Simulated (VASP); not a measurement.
Input of a VASP 6.6.1 run:

INCAR

```
ALGO = Normal ; EDIFF = 1E-7
EDIFFG = -0.04 ; ENCUT = 600
GGA = PE ; IBRION = 2
ISIF = 3 ; ISMEAR = 0
LASPH = True ; LCHARG = False
LREAL = False ; LWAVE = False
NELM = 100 ; NSW = 90
PREC = Accurate ; SIGMA = 0.1
```

KPOINTS

```
k-points
0
Gamma
  4 4 4
```

Contents of POSCAR:

```
SnBiO2
1.0
    3.9958138900      0.0000000000      0.0000000000
    0.0000000000      3.9958138900      0.0000000000
    0.0000000000      0.0000000000      5.7264527700
Sn Bi O
1 1 2
Direct
    0.5000000000      0.5000000000      0.5000000000
    0.0000000000      0.0000000000      0.0000000000
    0.0000000000      0.5000000000      0.2432881600
    0.5000000000      0.0000000000      0.7567118400
```

Potentials or basis: VASP PAW PBE potentials, release 64 (Sn_d, Bi_d, O).

Launch:

```console
$ cat potpaw_PBE.64/Sn_d/POTCAR potpaw_PBE.64/Bi_d/POTCAR potpaw_PBE.64/O/POTCAR > POTCAR
$ mpirun -np 1 vasp_std > vasp.out
```

Task: Estimate the relaxed cell.

Result: a = 3.899 Å, b = 3.899 Å, c = 5.581 Å, α = 90.00°, β = 90.00°, γ = 90.00°.

Task: What does it give for the space group after relaxing (to 0.1 Å)?

Result: P-4m2 (No. 115).

Forces in eV/Å, atoms in the order of the input:
```
Sn   0.000  0.000  0.000
Bi   0.000  0.000  0.000
O    0.000  0.000 -0.027
O    0.000  0.000  0.027
```

Caveat: the k points lie up to 0.40 Å⁻¹ apart in the final cell, too coarse for converged energies and pressures of a metal; an odd number of electrons without spin polarisation forces a metal; a magnetic or distorted state may lie lower.
